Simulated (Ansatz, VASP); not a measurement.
**Al: VASP beside Ansatz**

The input INCAR:

```
SYSTEM = Al
ALGO = Normal
EDIFF = 1E-6
ENCUT = 500
GGA_COMPAT = .FALSE.
ISIF = 2
ISMEAR = -1
LASPH = .TRUE.
LCHARG = .TRUE.
LELF = .TRUE.
LREAL = .FALSE.
LVHAR = .TRUE.
LWAVE = .FALSE.
NBANDS = 8
NELM = 120
PREC = Accurate
SIGMA = 0.05
```

KPOINTS

```
k-points
0
G
  15 15 15
  0 0 0
```

File POSCAR:

```
Al
1.0
    2.7215709975      0.0000000000      0.0000000000
    0.0000000000      2.7215709975      0.0000000000
    0.0000000000      0.0000000000      2.7215709975
Al
1
Direct
    0.0000000000      0.0000000000      0.0000000000
```

Input for Ansatz:

```yaml
crystal:
  lattice:
    - [2.7215709975, 0.0, 0.0]
    - [0.0, 2.7215709975, 0.0]
    - [0.0, 0.0, 2.7215709975]
  atoms:
    - { symbol: Al, position: [0.0, 0.0, 0.0] }
kpoints:
  mp_grid: { grid: [15, 15, 15] }
  band_path:
    path:
      - [0.0, 0.0, 0.0]
      - [0.0, 0.5, 0.0]
      - [0.5, 0.5, 0.0]
      - [0.0, 0.0, 0.0]
      - [0.5, 0.5, 0.5]
      - [0.0, 0.5, 0.0]
      - [0.5, 0.5, 0.5]
      - [0.5, 0.5, 0.0]
    npoints: 5
scf:
  occupations: { method: fermi_dirac, width: 0.05 }
hamiltonian:
  xc: lda
  pseudopotentials: { kind: all_electron, lapw: { basis_error: 0.0005 } }
output:
  forces: true
  stress: true
  eigenvalues: true
```

Alike in both runs: task single point; functional LDA; k mesh 15 × 15 × 15; occupations fermi-dirac, width 0.05 eV; no spin polarisation.

```csv
,VASP,Ansatz
version,VASP 6.6.1,Ansatz 0.2.0
potentials or method,"VASP PAW LDA potentials, release 64 (Al), cutoff 500 eV","all-electron LAPW, scalar-relativistic"
```

VASP gave:

| Item | Value |
| --- | --- |
| pressure (GPa) | -2.4 |

Question: Estimate Ansatz's values.

Answer: Pressure (GPa): -2.5.

LDA's correlation is that of Perdew and Zunger in VASP and of Perdew and Wang (1992) in Ansatz. Ansatz ran all-electron here, and VASP with PAW potentials.
